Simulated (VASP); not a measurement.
Crystal: ZnCd2S.

```xyz
8
Lattice="3.7320 0.0000 0.0000 -1.8660 3.2320 0.0000 0.0000 0.0000 12.9429" Properties=species:S:1:pos:R:3 pbc="T T T"
Zn    0.0000    0.0000    0.0000
Zn    0.0000    0.0000    6.4715
Cd    0.0000    2.1547    1.2971
Cd    1.8660    1.0773    7.7685
Cd    1.8660    1.0773   11.6458
Cd    0.0000    2.1547    5.1744
S     0.0000    2.1547    9.7072
S     1.8660    1.0773    3.2357
```

| Quantity | Value |
| --- | --- |
| Program | VASP 6.6.1 |
| Task | relaxation of cell and atoms |
| Functional | PBE |
| Potentials or basis | VASP PAW PBE potentials, release 64 (Zn, Cd, S) |
| Cutoff | 600 eV |
| k mesh | 6 × 6 × 2 |
| Occupations | gaussian, width 0.1 eV |
| Spin | no spin polarisation |

At the start: pressure 10.3 GPa; volume 19.51 Å³/atom.

Task: Where does the relaxation end?

Result: Over 16 steps the energy falls by 345.9 meV/atom and the volume is 21.95 Å³/atom (+12.5 %); space group P6_3/mmc (No. 194, to 0.05 Å).

Step by step:
| step | energy change (eV) | largest force (eV/Å) | pressure (GPa) | volume (Å³) |
| --- | --- | --- | --- | --- |
| 1 | 0.0000 | 2.8663 | 10.29 | 156.12 |
| 2 | -1.8320 | 1.1875 | -2.33 | 185.97 |
| 3 | -1.8565 | 1.0350 | -3.29 | 190.78 |
| 4 | -2.2469 | 0.6299 | -1.50 | 182.06 |
| 5 | -2.3404 | 0.1704 | 0.62 | 175.11 |
| 6 | -2.3418 | 0.2237 | 0.36 | 175.80 |
| 7 | -2.3872 | 0.1625 | 0.24 | 176.38 |
| 8 | -2.4953 | 0.0494 | -0.01 | 177.96 |
| 9 | -2.5924 | 0.6071 | -0.04 | 180.38 |
| 10 | -2.6200 | 0.6011 | -0.21 | 180.79 |
| 11 | -2.6353 | 0.5867 | -0.65 | 181.76 |
| 12 | -2.6408 | 0.5950 | -0.51 | 181.48 |
| 13 | -2.6745 | 0.5063 | -0.50 | 180.60 |
| 14 | -2.7449 | 0.2404 | -0.40 | 177.99 |
| 15 | -2.7387 | 0.3101 | 0.15 | 172.83 |
| 16 | -2.7673 | 0.0074 | -0.18 | 175.60 |

Final structure:
```
Zn Cd S
1.0
     3.73883    0.00000    0.00000
    -1.86942    3.23792    0.00000
     0.00000    0.00000   14.50551
Zn Cd S
2 4 2
Cartesian
  0.0000 0.0000 0.0000
  0.0000 0.0000 7.2528
  0.0000 2.1586 1.9334
  1.8694 1.0793 9.1861
  1.8694 1.0793 12.5721
  0.0000 2.1586 5.3194
  0.0000 2.1586 10.8791
  1.8694 1.0793 3.6264
```
